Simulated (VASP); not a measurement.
A run of VASP 6.6.1:

INCAR

```
SYSTEM = NaF
PREC = Accurate ; ENCUT = 520
EDIFF = 1E-7 ; ISMEAR = 0
SIGMA = 0.02 ; LREAL = .FALSE.
LASPH = .TRUE. ; NELM = 60
ALGO = Normal ; ISIF = 2
LWAVE = .FALSE. ; LCHARG = .TRUE.
GGA = PS ; LELF = .TRUE.
LVHAR = .TRUE. ; NBANDS = 14
```

File KPOINTS:

```
regular mesh
0
G
  8 8 8
  0 0 0
```

The input POSCAR:

```
NaF
1.0
    0.0000000000      2.3151008940      2.3151008940
    2.3151008940      0.0000000000      2.3151008940
    2.3151008940      2.3151008940      0.0000000000
Na F
1 1
Direct
    0.0000000000      0.0000000000      0.0000000000
    0.5000000000      0.5000000000      0.5000000000
```

Potentials or basis: VASP PAW PBE potentials, release 64 (Na_pv, F).

Launch:

```sh
$ cat potpaw_PBE.64/Na_pv/POTCAR potpaw_PBE.64/F/POTCAR > POTCAR
$ mpirun -np 1 vasp_std > vasp.out
```

Hardware: 1 thread of Intel Xeon 8259CL, on a shared host.

Task: How long does it take, and how much memory?

Result: It took 10 s on 1 thread of Intel Xeon 8259CL (shared host), peak memory 0.13 GiB. Counts: scf iterations 13, k points 29.
